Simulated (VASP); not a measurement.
Wanted: the native input for a VASP 6.6.1 run.

- Task: single point
- Functional: PBE
- Potentials or basis: VASP PAW PBE potentials, release 64 (B, P)
- Cutoff: 500 eV
- k mesh: 8 × 8 × 8
- Occupations: gaussian, width 0.02 eV
- Spin: no spin polarisation
- Dipole correction: no
- Further INCAR settings: ALGO = Normal; EDIFF = 1e-06; NBANDS = 11

The structure of BP (pbe) lies in POSCAR:

```
BP
1.0
    0.0000000000      2.2969143471      2.2605275851
    2.2969143471      0.0000000000      2.2605275851
    2.2969143471      2.2969143471      0.0000000000
B P
1 1
Direct
    0.0000000000      0.0000000000      0.0000000000
    0.2500000000      0.2500000000      0.2500000000
```

This cell differs from its parent crystal: strained cell.

These files were run (other wordings do the same):

INCAR

```
SYSTEM = BP
ALGO = Normal
EDIFF = 1E-6
ENCUT = 500
GGA = PE
GGA_COMPAT = .FALSE.
ISIF = 2
ISMEAR = 0
LASPH = .TRUE.
LCHARG = .TRUE.
LELF = .TRUE.
LREAL = .FALSE.
LVHAR = .TRUE.
LWAVE = .FALSE.
NBANDS = 11
NELM = 120
PREC = Accurate
SIGMA = 0.02
```

KPOINTS

```
k-points
0
G
  8 8 8
  0 0 0
```

Potentials or basis: VASP PAW PBE potentials, release 64 (B, P).

Run with:

```sh
$ cat potpaw_PBE.64/B/POTCAR potpaw_PBE.64/P/POTCAR > POTCAR
$ mpirun -np 1 vasp_std > vasp.out
```

It gave:

```json
{"Pressure": "-2.4 GPa", "Band gap on the k mesh": "1.06 eV, indirect (least direct gap 3.21 eV)"}
```

Caveat: the cell differs from its parent crystal (strained cell).

Wall time 11 s on 1 thread of AMD EPYC 7R13 Processor (Zen 3), with other jobs on the host, peak memory 0.11 GiB.
